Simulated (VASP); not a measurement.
Write the native input for VASP 6.6.1 that does the following.

```
Task                    : density of states
Functional              : LDA
Potentials or basis     : VASP PAW LDA potentials, release 64 (Fe)
Cutoff                  : 520 eV
k mesh                  : 13 × 13 × 13
Occupations             : fermi-dirac, width 0.05 eV
Spin                    : collinear spin, ferromagnetic start
Starting moments        : [-3.14] μB
Hubbard terms           : Fe d U = 2.0 eV
Dipole correction       : no
k mesh for the DOS      : 20 × 20 × 20
Occupations for the DOS : tetrahedron
Further INCAR settings  : ALGO = Normal; EDIFF = 1e-06; NBANDS = 14
```

Crystal: Fe.

```
Fe
1.0
    -1.38280    1.38280    1.38280
     1.38280   -1.38280    1.38280
     1.38280    1.38280   -1.38280
Fe
1
Direct
  0.00000 0.00000 0.00000
```

This cell differs from its parent crystal: volume scaled by 0.88.

These files were run (other wordings do the same):

POSCAR

```
Fe
1.0
   -1.3828037700      1.3828037700      1.3828037700
    1.3828037700     -1.3828037700      1.3828037700
    1.3828037700      1.3828037700     -1.3828037700
Fe
1
Direct
    0.0000000000      0.0000000000      0.0000000000
```

INCAR.step1

```
ALGO = Normal
EDIFF = 1E-6
ENCUT = 520
GGA = CA
GGA_COMPAT = False
ISIF = 2
ISMEAR = -1
ISPIN = 2
LASPH = True
LCHARG = True
LDAU = True
LDAUJ = 0
LDAUL = 2
LDAUPRINT = 1
LDAUTYPE = 2
LDAUU = 2
LMAXMIX = 4
LORBIT = 11
LREAL = False
LWAVE = False
MAGMOM = -3.14
NBANDS = 14
NEDOS = 2001
NELM = 200
PREC = Accurate
SIGMA = 0.05
```

KPOINTS.step1

```
k-points
0
Gamma
  13 13 13
```

INCAR.step2

```
ALGO = Normal
EDIFF = 1E-6
ENCUT = 520
GGA = CA
GGA_COMPAT = False
ICHARG = 11
ISIF = 2
ISMEAR = -5
ISPIN = 2
LASPH = True
LCHARG = False
LDAU = True
LDAUJ = 0
LDAUL = 2
LDAUPRINT = 1
LDAUTYPE = 2
LDAUU = 2
LMAXMIX = 4
LORBIT = 11
LREAL = False
LWAVE = False
MAGMOM = -3.14
NBANDS = 14
NEDOS = 2001
NELM = 200
PREC = Accurate
SIGMA = 0.05
```

KPOINTS.step2

```
k-points
0
Gamma
  20 20 20
```

Potentials or basis: VASP PAW LDA potentials, release 64 (Fe).

Run with:

```bash
$ cat potpaw_LDA.64/Fe/POTCAR > POTCAR
$ cp INCAR.step1 INCAR
$ cp KPOINTS.step1 KPOINTS
$ mpirun -np 1 vasp_std > vasp.out
$ cp INCAR.step2 INCAR
$ cp KPOINTS.step2 KPOINTS
$ mpirun -np 1 vasp_std > vasp.out
```

Results of the run:

- Net moment: -2.48 μB per cell
- Site moments: Fe -2.46 μB
- Valence electrons inside the program's atomic spheres: Fe 7.47

Caveat: the U is typed as a test and isn't derived for this compound.

Run time: 58 s on 1 thread of Intel(R) Xeon(R) Platinum 8488C (Sapphire Rapids), with other jobs on the host, peak memory 0.21 GiB.
